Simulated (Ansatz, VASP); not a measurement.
One calculation of Re, two programs

```xyz
1
Lattice="0.0000 1.9402 1.9402 1.9402 0.0000 1.9402 1.9402 1.9402 0.0000" Properties=species:S:1:pos:R:3 pbc="T T T"
Re    0.0000    0.0000    0.0000
```

Alike in both runs: functional PBEsol; k mesh 14 × 14 × 14; occupations fermi-dirac, width 0.1 eV; no spin polarisation.

Ansatz relaxed the structure, and its values are those at the end. VASP's run is a single point on that final structure, the one shown.

|  | VASP | Ansatz |
| --- | --- | --- |
| version | VASP 6.6.1 | Ansatz 0.2.0 |
| potentials or method | VASP PAW PBE potentials, release 64 (Re), cutoff 520 eV | plane waves (420 eV) with PAW, scalar-relativistic |
| valence electrons in the cell | 7 | 15 |

|  | VASP | Ansatz | Ansatz less VASP |
| --- | --- | --- | --- |
| pressure (GPa) | 0.0 | 0.0 | +0.01 |

VASP's potentials were made for PBE, not for PBEsol, and Ansatz warns of the same on its side. With one functional, cell and mesh, what is left measures potentials, basis and numerics. VASP's potentials hold 7 valence electrons a cell and Ansatz's 15, so a difference there can come from the potentials and not from the codes.

Spin-orbit coupling is off throughout.
